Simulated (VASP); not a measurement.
# CoO (F-43m) in VASP: single point with PBEsol+U

Aim: the single point of CoO with PBEsol+U.

All numbers are computed with VASP 6.6.1; they aren't measurements. Logs are shortened: lines on timing, memory, paths and dates and some standing lists are left out, and cuts for length are marked.

**1. The cell of the first run**

It takes space group F-43m (No. 216, cubic). Conventional cell: a = 4.687 Å, b = 4.687 Å, c = 4.687 Å, α = 90.00°, β = 90.00°, γ = 90.00°. Co (site symmetry -43m) has 4 O at 2.03 Å within 2.7 Å. O (site symmetry -43m) has 4 Co at 2.03 Å within 2.7 Å.

**2. Single point, PBEsol+U, collinear spin, ferromagnetic start**

Contents of INCAR:

```
SYSTEM = CoO
PREC = Accurate
ENCUT = 520
EDIFF = 1E-6
ISMEAR = 0
SIGMA = 0.05
LREAL = .False.
LASPH = .True.
NELM = 150
ALGO = Normal
ISIF = 2
LWAVE = .False.
LCHARG = .False.
ISPIN = 2
MAGMOM = 2 0
LORBIT = 11
LMAXMIX = 4
LDAU = .True.
LDAUTYPE = 2
LDAUL = 2 -1
LDAUU = 3 0
LDAUJ = 0 0
LDAUPRINT = 1
GGA = PS
NBANDS = 18
```

Contents of KPOINTS:

```
regular mesh
0
Gamma
  7 7 7
  0 0 0
```

Contents of POSCAR:

```
CoO
1.0
    0.0000000000      2.3436418400      2.3436418400
    2.3436418400      0.0000000000      2.3436418400
    2.3436418400      2.3436418400      0.0000000000
Co O
1 1
Direct
    0.0000000000      0.0000000000      0.0000000000
    0.2500000000      0.2500000000      0.2500000000
```

Potentials or basis: VASP PAW PBE potentials, release 64 (Co, O).

On the command line:

```console
cat potpaw_PBE.64/Co/POTCAR potpaw_PBE.64/O/POTCAR > POTCAR
mpirun -np 1 vasp_std > vasp.out
```

OUTCAR:

```text
SYSTEM = CoO
   PREC = Accurate
   ENCUT = 520
   EDIFF = 1E-6
   ISMEAR = 0
   LREAL = .False.
   LASPH = .True.
   NELM = 150
   ISIF = 2
   ISPIN = 2
   LORBIT = 11
   GGA = PS

 ion  position               nearest neighbor table
   1  0.000  0.000  0.000-   2 2.03   2 2.03   2 2.03   2 2.03
   2  0.250  0.250  0.250-   1 2.03   1 2.03   1 2.03   1 2.03

  LATTYP: Found a face centered cubic cell.
 ALAT       =     4.6872836800

  Lattice vectors:

 A1 = (   0.0000000000,   2.3436418400,   2.3436418400)
 A2 = (   2.3436418400,   0.0000000000,   2.3436418400)
 A3 = (   2.3436418400,   2.3436418400,   0.0000000000)

Analysis of symmetry for initial positions (statically):
=====================================================================
 Subroutine PRICEL returns:
 Original cell was already a primitive cell.

 Routine SETGRP: Setting up the symmetry group for a
 face centered cubic supercell.

 Subroutine GETGRP returns: Found 24 space group operations
 (whereof 24 operations were pure point group operations)
 out of a pool of 48 trial point group operations.

The static configuration has the point symmetry T_d .

Analysis of symmetry for dynamics (positions and initial velocities):
=====================================================================
 Subroutine PRICEL returns:
 Original cell was already a primitive cell.

 Routine SETGRP: Setting up the symmetry group for a
 face centered cubic supercell.

 Subroutine GETGRP returns: Found 24 space group operations
 (whereof 24 operations were pure point group operations)
 out of a pool of 48 trial point group operations.

The dynamic configuration has the point symmetry T_d .

Analysis of structural, dynamic, and magnetic symmetry:
=====================================================================
 Subroutine PRICEL returns:
 Original cell was already a primitive cell.

 Routine SETGRP: Setting up the symmetry group for a
 face centered cubic supercell.

 Subroutine GETGRP returns: Found 24 space group operations
 (whereof 24 operations were pure point group operations)
 out of a pool of 48 trial point group operations.

The overall configuration has the point symmetry T_d .

 Subroutine INISYM returns: Found 24 space group operations
 (whereof 24 operations are pure point group operations),
 and found     1 'primitive' translations

----------------------------------------------------------------------------------------

                                     Primitive cell

  volume of cell :      25.7456

  direct lattice vectors                    reciprocal lattice vectors
     0.000000000  2.343641840  2.343641840    -0.213343179  0.213343179  0.213343179
     2.343641840  0.000000000  2.343641840     0.213343179 -0.213343179  0.213343179
     2.343641840  2.343641840  0.000000000     0.213343179  0.213343179 -0.213343179

  length of vectors
     3.314410075  3.314410075  3.314410075     0.369521225  0.369521225  0.369521225

  position of ions in fractional coordinates (direct lattice)
     0.000000000  0.000000000  0.000000000
     0.250000000  0.250000000  0.250000000

  ion indices of the primitive-cell ions
   primitive index   ion index
                 1           1
                 2           2

----------------------------------------------------------------------------------------

 KPOINTS: regular mesh

Automatic generation of k-mesh.
 Grid dimensions read from file:
 generate k-points for:    7    7    7

 Generating k-lattice:

  Cartesian coordinates                     Fractional coordinates (reciprocal lattice)
    -0.030477597  0.030477597  0.030477597     0.142857143  0.000000000  0.000000000
[... 69 lines left out ...]
   ISMEAR =     0;   SIGMA  =   0.05  broadening in eV -4-tet -1-fermi 0-gaus
   EFERMI_NEDOS =   21; number of points for ismear=-14 and -15
   IALGO  =     38    algorithm
   IMIX   =      4    mixing-type and parameters
     AMIX     =   0.40;   BMIX     =  1.00
     AMIX_MAG =   1.60;   BMIX_MAG =  1.00
  volume/ion in A,a.u.               =      12.87        86.87
  Fermi-wavevector in a.u.,A,eV,Ry     =   1.367322  2.583863 25.437022  1.869568
  Thomas-Fermi vector in A             =   2.493384
   LORBIT       =     11    0 simple, 1 ext, 2 COOP (PROOUT), +10 PAW based schemes
 LDA+U is selected, type is set to LDAUTYPE =  2
   angular momentum for each species LDAUL =     2   -1
   U (eV)           for each species LDAUU =   3.0  0.0
   J (eV)           for each species LDAUJ =   0.0  0.0
   GGA     = PS    functional components
   LHFCALC =     F    Hartree Fock is set to
   AEXX    =    0.0000 exact exchange contribution
   IVDW    =     0    specifies the selected vdW correction
   LEPSILON=     F    determine dielectric tensor
   LRPA    =     F    only Hartree local field effects (RPA)
 spin polarized calculation
 Gauss-broadening in eV      SIGMA  =   0.05
  energy-cutoff  :      520.00
  volume of cell :       25.75
 maximum number of plane-waves:       702
 NGX is ok and might be reduce to    28
   NGX = 13   NGY = 13   NGZ = 13

atom =   1  type =  1  l = 2

 onsite density matrix

spin component  1

  0.9827 -0.0000  0.0000 -0.0000 -0.0000
 -0.0000  0.9827  0.0000 -0.0000 -0.0000
  0.0000  0.0000  0.9671 -0.0000 -0.0000
 -0.0000 -0.0000 -0.0000  0.9827 -0.0000
 -0.0000 -0.0000 -0.0000 -0.0000  0.9671

spin component  2

  0.1201  0.0000  0.0000  0.0000  0.0000
  0.0000  0.1201 -0.0000 -0.0000  0.0000
  0.0000 -0.0000  0.9462  0.0000  0.0000
  0.0000 -0.0000  0.0000  0.1201  0.0000
  0.0000  0.0000  0.0000  0.0000  0.9462

 occupancies and eigenvectors

  o =  0.1201  v =  0.0000  0.0000  0.0000  0.0000  0.0000  0.0363 -0.9993  0.0000 -0.0123  0.0000      0.0000  0.0000  0.0000  0.0000  0.0000  0.0000  0.0000  0.0000  0.0000  0.0000
  o =  0.1201  v =  0.0000  0.0000  0.0000  0.0000  0.0000  0.9993  0.0363 -0.0000 -0.0008 -0.0000      0.0000  0.0000  0.0000  0.0000  0.0000  0.0000  0.0000  0.0000  0.0000  0.0000
  o =  0.1201  v =  0.0000  0.0000  0.0000  0.0000  0.0000 -0.0012  0.0123  0.0000 -0.9999  0.0000      0.0000  0.0000  0.0000  0.0000  0.0000  0.0000  0.0000  0.0000  0.0000  0.0000
  o =  0.9462  v =  0.0000  0.0000  0.0000  0.0000  0.0000  0.0000  0.0000  0.9999  0.0000  0.0124      0.0000  0.0000  0.0000  0.0000  0.0000  0.0000  0.0000  0.0000  0.0000  0.0000
  o =  0.9462  v =  0.0000  0.0000  0.0000  0.0000  0.0000 -0.0000 -0.0000  0.0124 -0.0000 -0.9999      0.0000  0.0000  0.0000  0.0000  0.0000  0.0000  0.0000  0.0000  0.0000  0.0000
  o =  0.9671  v =  0.0000  0.0000 -0.1182  0.0000 -0.9930  0.0000  0.0000  0.0000  0.0000  0.0000      0.0000  0.0000  0.0000  0.0000  0.0000  0.0000  0.0000  0.0000  0.0000  0.0000
  o =  0.9671  v =  0.0000  0.0000  0.9930 -0.0000 -0.1182  0.0000  0.0000  0.0000  0.0000  0.0000      0.0000  0.0000  0.0000  0.0000  0.0000  0.0000  0.0000  0.0000  0.0000  0.0000
  o =  0.9827  v =  0.0000  0.0039 -0.0000 -1.0000 -0.0000  0.0000  0.0000  0.0000  0.0000  0.0000      0.0000  0.0000  0.0000  0.0000  0.0000  0.0000  0.0000  0.0000  0.0000  0.0000
  o =  0.9827  v =  0.0000  1.0000 -0.0000  0.0039  0.0000  0.0000  0.0000  0.0000  0.0000  0.0000      0.0000  0.0000  0.0000  0.0000  0.0000  0.0000  0.0000  0.0000  0.0000  0.0000
  o =  0.9827  v =  1.0000  0.0000  0.0000  0.0000  0.0000  0.0000  0.0000  0.0000  0.0000  0.0000      0.0000  0.0000  0.0000  0.0000  0.0000  0.0000  0.0000  0.0000  0.0000  0.0000

 number of electron      14.9999999 magnetization       3.0001626

 Free energy of the ion-electron system (eV)
  ---------------------------------------------------
  ext. energy  EPLUGINS =         0.00000000
  ---------------------------------------------------
  free energy    TOTEN  =       -12.81969497 eV

  energy without entropy =      -12.81969497  energy(sigma->0) =      -12.81969497

 E-fermi :   4.2701     XC(G=0): -10.7517

 val. band max:        4.0521717050   @ k =   0.0000   0.0000   0.0000
 cond. band min:       4.4710204046   @ k =   0.0000   0.0000   0.0000
 fundamental gap:      0.4188486995
 Fermi energy:         4.2701012777

 spin component 1

 k-point     1 :       0.0000    0.0000    0.0000
  band No.  band energies     occupation
      1     -14.1128      1.00000
      2      -1.7248      1.00000
      3      -1.7247      1.00000
      4      -1.7247      1.00000
      5       1.1238      1.00000
      6       1.1239      1.00000
[... 396 lines left out ...]
      4      -0.4028      1.00000
      5       0.2272      1.00000
      6       0.6885      1.00000
[... 10 lines left out ...]
     17      27.9380      0.00000
     18      30.6047      0.00000
 Fermi energy:         4.2701012777

 spin component 2

 k-point     1 :       0.0000    0.0000    0.0000
  band No.  band energies     occupation
      1     -13.7266      1.00000
      2       0.9034      1.00000
      3       0.9035      1.00000
      4       0.9038      1.00000
      5       2.8385      1.00000
      6       2.8391      1.00000
[... 397 lines left out ...]
      5       3.2614      1.00000
      6       3.5850      1.00000
[... 10 lines left out ...]
     17      28.7154      0.00000
     18      31.6014      0.00000

------------------------ aborting loop because EDIFF is reached ----------------------------------------

  FORCE on cell =-STRESS in cart. coord.  units (eV):
  Direction    XX          YY          ZZ          XY          YZ          ZX
  --------------------------------------------------------------------------------------
  -------------------------------------------------------------------------------------
  Total       -1.8739072     -1.8739072     -1.8739072      0.0000000      0.0000000      0.0000000
  in kB     -116.6151380   -116.6151380   -116.6151380      0.0000000      0.0000000      0.0000000
  external PRESSURE =    -116.6151380 kB  Pullay stress =       0.0000000 kB

 VOLUME and BASIS-vectors are now :
 -----------------------------------------------------------------------------
  energy-cutoff  :      520.00
  volume of cell :       25.75
      direct lattice vectors                 reciprocal lattice vectors
     0.000000000  2.343641840  2.343641840    -0.213343179  0.213343179  0.213343179
     2.343641840  0.000000000  2.343641840     0.213343179 -0.213343179  0.213343179
     2.343641840  2.343641840  0.000000000     0.213343179  0.213343179 -0.213343179

 POSITION                                       TOTAL-FORCE (eV/Angst)
 -----------------------------------------------------------------------------------
      0.00000      0.00000      0.00000        -0.000000     -0.000000      0.000000
      1.17182      1.17182      1.17182         0.000000      0.000000     -0.000000
 -----------------------------------------------------------------------------------
    total drift:                               -0.000000     -0.000000      0.000000

  FREE ENERGIE OF THE ION-ELECTRON SYSTEM (eV)
  ---------------------------------------------------
  free  energy   TOTEN  =       -12.8196949713 eV

  energy  without entropy=      -12.8196949713  energy(sigma->0) =      -12.81969497

 total charge

# of ion       s       p       d       tot
------------------------------------------
    1        0.329   0.375   7.112   7.816
    2        1.541   3.411   0.000   4.952
--------------------------------------------------
tot          1.870   3.786   7.112  12.768

 magnetization (x)

# of ion       s       p       d       tot
------------------------------------------
    1        0.020   0.044   2.628   2.692
    2        0.015   0.178   0.000   0.192
--------------------------------------------------
tot          0.035   0.221   2.628   2.884
```

It took 61 s on 1 thread of AMD EPYC 7R13, shared host; peak memory 0.15 GiB.

Results:

```yaml
Free_energy: -12.8197 eV
Pressure: -11.7 GPa
Band_gap_on_the_k_mesh: 0.42 eV
Net_moment: 3.00 μB per cell
Site_moments: Co +2.69; O +0.19 μB
Valence_electrons_inside_the_program's_atomic_spheres: Co 7.82; O 4.95
```

Levels at points of the mesh, in eV from the valence-band top:
Spin up:
| k point | band 6 | band 7 | band 8 | band 9 | band 10 | band 11 | band 12 | band 13 |
| --- | --- | --- | --- | --- | --- | --- | --- | --- |
| (0.00, 0.00, 0.00) | -2.93 | 0.00 | 0.00 | 0.00 | 0.42 | 13.67 | 13.67 | 13.67 |
Spin down:
```csv
k point,band 3,band 4,band 5,band 6,band 7,band 8,band 9,band 10
"(0.00, 0.00, 0.00)",-3.15,-3.15,-1.21,-1.21,1.12,3.90,3.90,3.90
```

Eigenvalues of the final occupation matrices:
```
    site  spin  trace               eigenvalues
site 1 d     1   4.88  0.97 0.97 0.98 0.98 0.98
site 1 d     2   2.25  0.12 0.12 0.12 0.95 0.95
```

Caveat: the cell stands under tension; the PAW data sets were made with another functional, which shifts forces and pressure a little; a cell with one magnetic atom can't hold antiferromagnetic order, which such compounds often take. The state reached can hang on the start; a lower one may exist.
